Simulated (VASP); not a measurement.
Here is a VASP 6.6.1 calculation.

INCAR

```
  ALGO = Normal
  EDIFF = 1E-6
  ENCUT = 520
  GGA = PE
  ISIF = 2
  ISMEAR = -1
  LASPH = T
  LCHARG = F
  LREAL = F
  LWAVE = F
  NBANDS = 13
  NELM = 80
  PREC = Accurate
  SIGMA = 0.08
```

File KPOINTS:

```
k-points
0
Gamma
  15 15 15
```

File POSCAR:

```
Sn
1.0
    2.5924904246      0.0000000000      0.0000000000
    0.0000000000      2.5924904246      0.0000000000
    0.0000000000      0.0000000000      2.5924904246
Sn
1
Direct
    0.0000000000      0.0000000000      0.0000000000
```

Potentials or basis: VASP PAW PBE potentials, release 64 (Sn_d).

Launch:

```bash
$ cat potpaw_PBE.64/Sn_d/POTCAR > POTCAR
$ mpirun -np 1 vasp_std > vasp.out
```

Q: Predict the band gap on the k mesh.

A: Zero (band 7 reaches 22.03 eV, above the bottom of band 8 at 12.47 eV).

Q: What does it give for the pressure?

A: 87.0 GPa.

Caveat: spin-orbit coupling is left out, which moves the levels of the heavy elements.
